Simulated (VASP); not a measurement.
Set up this calculation in VASP 6.6.1, as the native input.

* Task: single point
* Functional: PBE
* Potentials or basis: VASP PAW PBE potentials, release 64 (Si)
* Cutoff: 520 eV
* k mesh: 16 × 16 × 16
* Occupations: fermi-dirac, width 0.05 eV
* Spin: no spin polarisation
* Dipole correction: no
* Further INCAR settings: ALGO = Normal; EDIFF = 1e-07; NBANDS = 11

The structure of Si lies in POSCAR:

```
Si
1.0
   -2.2951484633      2.4149529699      1.3000063486
    2.2951484633     -2.4149529699      1.3000063486
    2.2951484633      2.4149529699     -1.3000063486
Si
2
Direct
    0.8070000000      0.5570000000      0.2500000000
    0.1930000000      0.4430000000      0.7500000000
```

One way to write it, as run:

INCAR

```
SYSTEM = Si
PREC = Accurate
ENCUT = 520
EDIFF = 1E-7
ISMEAR = -1
SIGMA = 0.05
LREAL = .FALSE.
LASPH = .TRUE.
NELM = 60
ALGO = Normal
ISIF = 2
LWAVE = .FALSE.
LCHARG = .FALSE.
GGA = PE
NBANDS = 11
```

KPOINTS

```
regular mesh
0
G
  16 16 16
  0 0 0
```

Potentials or basis: VASP PAW PBE potentials, release 64 (Si).

Command:

```sh
$ cat potpaw_PBE.64/Si/POTCAR > POTCAR
$ mpirun -np 1 vasp_std > vasp.out
```

It gave:

| Quantity | Value |
| --- | --- |
| Pressure | 6.6 GPa |
| Largest force | 0.048 eV/Å |
| Band gap on the k mesh | zero (bands 4 and 5 overlap by 7.05 eV) |

Caveat: the cell stands under pressure.

It took 4 min on 1 thread of Intel Xeon 8259CL (shared host), peak memory 0.27 GiB.
